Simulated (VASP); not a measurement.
## Ba: single point with PBEsol

Crystal: Ba.

```
CELL_PARAMETERS angstrom
-2.53259 2.53259 2.53259
2.53259 -2.53259 2.53259
2.53259 2.53259 -2.53259
ATOMIC_POSITIONS crystal
Ba 0.00000 0.00000 0.00000
```

```
Program             : VASP 6.6.1
Task                : single point
Functional          : PBEsol
Potentials or basis : VASP PAW PBE potentials, release 64 (Ba_sv)
Cutoff              : 520 eV
k mesh              : 15 × 15 × 15
Occupations         : fermi-dirac, width 0.1 eV
Spin                : no spin polarisation
```

```yaml
Pressure: -0.8 GPa
Band_gap_on_the_k_mesh: zero (bands 5 and 6 overlap by 0.87 eV)
```

Levels at points of the mesh, in eV from the Fermi level:
```tsv
k point	band 1	band 2	band 3	band 4	band 5	band 6	band 7	band 8	band 9	band 10
(0.00, 0.00, 0.00)	-28.92	-13.87	-13.87	-13.87	-2.77	1.76	1.76	1.76	3.16	3.16
```

Run time: 39 s on 1 thread of Intel(R) Xeon(R) Platinum 8488C (Sapphire Rapids), with other jobs on the host, peak memory 0.25 GiB.

Caveat: the PAW data sets were made with another functional, which shifts forces and pressure a little; spin-orbit coupling is left out, which moves the levels of the heavy elements.
